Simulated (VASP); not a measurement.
## Te: single point with revPBE+D4

Te:

```xyz
3
Lattice="4.2688 0.0000 0.0000 -2.1344 3.6969 0.0000 0.0000 0.0000 5.9649" Properties=species:S:1:pos:R:3 pbc="T T T"
Te    1.5171    2.6277    0.0000
Te   -0.6173    1.0692    3.9766
Te    1.2346    0.0000    1.9883
```

```yaml
Program: VASP 6.6.1
Task: single point
Functional: revPBE
Dispersion: D4
Potentials_or_basis: VASP PAW PBE potentials, release 64 (Te)
Cutoff: 520 eV
k_mesh: 7 × 7 × 5
Occupations: fermi-dirac, width 0.05 eV
Spin: no spin polarisation
Dipole_correction: no
Further_INCAR_settings: ALGO = Normal; EDIFF = 1e-06; NBANDS = 16
```

```
Pressure                   : -0.1 GPa
Largest force              : 0.005 eV/Å
Band gap on the k mesh     : 0.48 eV (least direct gap 0.58 eV)
Dispersion energy per atom : -0.825 eV
```

Forces in eV/Å, atoms in the order of the input:
```
Te   0.003  0.005  0.000
Te   0.003 -0.005  0.000
Te  -0.005  0.000  0.000
```

Stress tensor (GPa, compression positive):
```
-0.09  0.00  0.00
 0.00 -0.09  0.00
 0.00  0.00  0.01
```

Levels at points of the mesh, in eV from the valence-band top:
| k point | band 5 | band 6 | band 7 | band 8 | band 9 | band 10 | band 11 | band 12 | band 13 | band 14 |
| --- | --- | --- | --- | --- | --- | --- | --- | --- | --- | --- |
| (0.00, 0.00, 0.00) | -2.33 | -2.33 | -1.60 | -1.60 | -1.04 | 1.22 | 1.22 | 1.96 | 5.05 | 5.05 |

Run time: 53 s on 1 thread of Intel Xeon 8259CL, with other jobs on the host, peak memory 0.22 GiB.

Caveat: the PAW data sets were made with another functional, which shifts forces and pressure a little; spin-orbit coupling is left out, which moves the levels of the heavy elements; an odd mesh through Γ misses points on the zone boundary, where band edges can lie.
